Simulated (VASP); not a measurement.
# Sc4Mo: relaxation of cell and atoms with PBE

Sc4Mo:

```
Sc Mo
1.0
     3.09057    0.00000    0.00000
    -1.54529    2.67651    0.00000
     0.00000    0.00000    9.93768
Sc Mo
4 1
Direct
  0.33333 0.66667 0.86586
  0.33333 0.66667 0.37680
  0.66667 0.33333 0.13414
  0.66667 0.33333 0.62320
  0.00000 0.00000 0.00000
```

```yaml
Program: VASP 6.6.1
Task: relaxation of cell and atoms
Functional: PBE
Potentials_or_basis: VASP PAW PBE potentials, release 64 (Sc_sv, Mo_sv)
Cutoff: 600 eV
k_mesh: 6 × 6 × 2
Occupations: gaussian, width 0.1 eV
Spin: no spin polarisation
Dipole_correction: no
Further_INCAR_settings: ALGO = Normal; EDIFF = 1e-07; IBRION = 2; EDIFFG = -0.04; NSW = 90; ISIF = 3
```

```json
{
  "Relaxed volume": "22.49 Å³/atom",
  "Relaxed cell": "a = 3.248 Å, b = 3.248 Å, c = 12.308 Å, α = 90.00°, β = 90.00°, γ = 120.00°",
  "Space group after relaxing (to 0.05 Å)": "P-3m1 (No. 164)",
  "Energy gained by relaxing": "1425.6 meV/atom",
  "Ionic steps": "16",
  "Pressure after relaxing": "-0.1 GPa",
  "Largest force after relaxing": "0.026 eV/Å",
  "Band gap on the k mesh": "zero (band 29 reaches 5.04 eV, above the bottom of band 30 at 4.60 eV)"
}
```

Forces on the atoms (eV/Å):
```
Sc   0.000  0.000 -0.026
Sc   0.000  0.000  0.012
Sc   0.000  0.000  0.026
Sc   0.000  0.000 -0.012
Mo   0.000  0.000  0.000
```

The path:
```
step  energy change (eV)  largest force (eV/Å)  pressure (GPa)  volume (Å³)
   1              0.0000                7.4883           55.06        82.20
   2             -3.2399                1.3464          -13.18       169.41
   3             -6.3263                0.9609           -2.96       122.37
   4             -6.3531                0.9688           -1.67       119.94
   5             -6.3572                0.9731           -0.74       118.35
   6             -6.7152                0.7883           -1.36       117.80
   7             -7.0618                0.4245           -1.85       116.15
   8             -7.0713                0.3812           -1.80       115.81
   9             -7.0955                0.2387            1.72       110.29
  10             -7.1017                0.2895            0.56       111.97
  11             -7.1188                0.1699            0.39       112.09
  12             -7.1258                0.0772            0.21       112.23
  13             -7.1258                0.0803            0.22       112.22
  14             -7.1271                0.0209           -0.34       112.96
  15             -7.1272                0.0306           -0.24       112.83
  16             -7.1282                0.0258           -0.06       112.44
```

Final structure:
```
Sc Mo
1.0
     3.24791    0.00000    0.00000
    -1.62396    2.81278    0.00000
     0.00000    0.00000   12.30766
Sc Mo
4 1
Direct
  0.33333 0.66667 0.83295
  0.33333 0.66667 0.39552
  0.66667 0.33333 0.16705
  0.66667 0.33333 0.60448
  0.00000 0.00000 0.00000
```

Levels at points of the mesh, in eV from the Fermi level:
```csv
k point,band 26,band 27,band 28,band 29,band 30,band 31,band 32,band 33
"(0.00, 0.00, 0.00)",-0.39,-0.39,-0.08,0.18,0.18,0.60,1.26,1.63
"(0.50, 0.00, 0.00)",-1.23,-0.50,-0.14,-0.12,-0.05,0.44,0.94,1.12
"(0.00, 0.00, 0.50)",-0.39,-0.39,0.11,0.18,0.18,0.41,1.38,1.65
"(0.50, 0.00, 0.50)",-1.13,-0.36,-0.22,-0.14,-0.09,0.51,0.93,1.11
```

Run time: 12 min on 1 thread of Intel(R) Xeon(R) 6975P-C (Granite Rapids), with other jobs on the host, peak memory 0.27 GiB.

Caveat: the k points lie up to 0.37 Å⁻¹ apart in the final cell; the volume moved by over 15 % at a fixed basis, so the end points are rough.
